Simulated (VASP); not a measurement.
A run of VASP 6.6.1:

INCAR

```
PREC     = Accurate       # precision mode
ENCUT    = 520            # plane-wave cutoff, eV
EDIFF    = 1E-6           # SCF threshold, eV
ISMEAR   = 0              # smearing method
SIGMA    = 0.1            # smearing width, eV
LREAL    = False          # projectors in reciprocal space
LASPH    = True           # aspherical terms in the spheres
NELM     = 100            # most SCF steps
ALGO     = Fast           # electronic algorithm
ISIF     = 2              # what is computed and relaxed
LWAVE    = False          # write WAVECAR
LCHARG   = False          # write CHGCAR
GGA      = PE             # functional
NBANDS   = 36             # bands
```

File KPOINTS:

```
Automatic mesh
0
Gamma
  9 9 2
```

Contents of POSCAR:

```
Ru
1.0
    2.9151342121      0.0000000000      0.0000000000
   -1.4575671061      2.5245802831      0.0000000000
    0.0000000000      0.0000000000      7.9395931794
Ru
4
Direct
    0.0000000000      0.0000000000      0.2500000000
    0.0000000000      0.0000000000      0.7500000000
    0.3333333333      0.6666666667      0.7500000000
    0.6666666667      0.3333333333      0.2500000000
```

Potentials or basis: VASP PAW PBE potentials, release 64 (Ru_pv).

Command:

```console
$ cat potpaw_PBE.64/Ru_pv/POTCAR > POTCAR
$ mpirun -np 1 vasp_std > vasp.out
```

Hardware: 1 thread of Intel Xeon 8259CL (shared host).

Problem. How long does it take, and how much memory?

Solution. Wall time 91 s on 1 thread of Intel Xeon 8259CL, with other jobs on the host, peak memory 0.19 GiB. Counts: scf iterations 16, k points 24.
